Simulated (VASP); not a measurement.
Input of a VASP 6.6.1 run:

POSCAR

```
Hf
1.0
    4.2855674880      0.0000000000      0.0000000000
   -2.1427837440      3.7114103143      0.0000000000
    0.0000000000      0.0000000000      2.6614640980
Hf
3
Direct
    0.6666666667      0.3333333333      0.5000000000
    0.3333333333      0.6666666667      0.5000000000
    0.0000000000      0.0000000000      0.0000000000
```

File INCAR.step1:

```
PREC = Accurate
ENCUT = 520
ISMEAR = 0
SIGMA = 0.05
LREAL = False
LASPH = True
NELM = 80
NBANDS = 22
GGA = PE
ALGO = Normal
EDIFF = 1E-4
LWAVE = True
LCHARG = False
```

The input INCAR.step2:

```
PREC = Accurate
ENCUT = 520
EDIFF = 1E-6
ISMEAR = 0
SIGMA = 0.05
LREAL = False
LASPH = True
NELM = 80
ALGO = Normal
ISIF = 2
LWAVE = False
LCHARG = True
METAGGA = R2SCAN
LMIXTAU = True
LELF = True
LVHAR = True
NBANDS = 22
ISTART = 1
```

File KPOINTS:

```
Automatic mesh
0
Gamma
  10 10 14
```

Potentials or basis: VASP PAW PBE potentials, release 64 (Hf_pv).

Command:

```sh
$ cat potpaw_PBE.64/Hf_pv/POTCAR > POTCAR
$ cp INCAR.step1 INCAR
$ mpirun -np 1 vasp_std > vasp.out
$ cp INCAR.step2 INCAR
$ mpirun -np 1 vasp_std > vasp.out
```

**Question.** Estimate the pressure.

**Answer.** 107.5 GPa.

**Question.** What does it give for the band gap on the k mesh?

**Answer.** Zero (bands 15 and 16 overlap by 1.59 eV).

Stress tensor (GPa, compression positive):
```
107.26   0.00   0.00
  0.00 107.26   0.00
  0.00   0.00 107.96
```

Caveat: the cell stands under pressure; the PAW data sets were made with another functional, which shifts forces and pressure a little; spin-orbit coupling is left out, which moves the levels of the heavy elements.
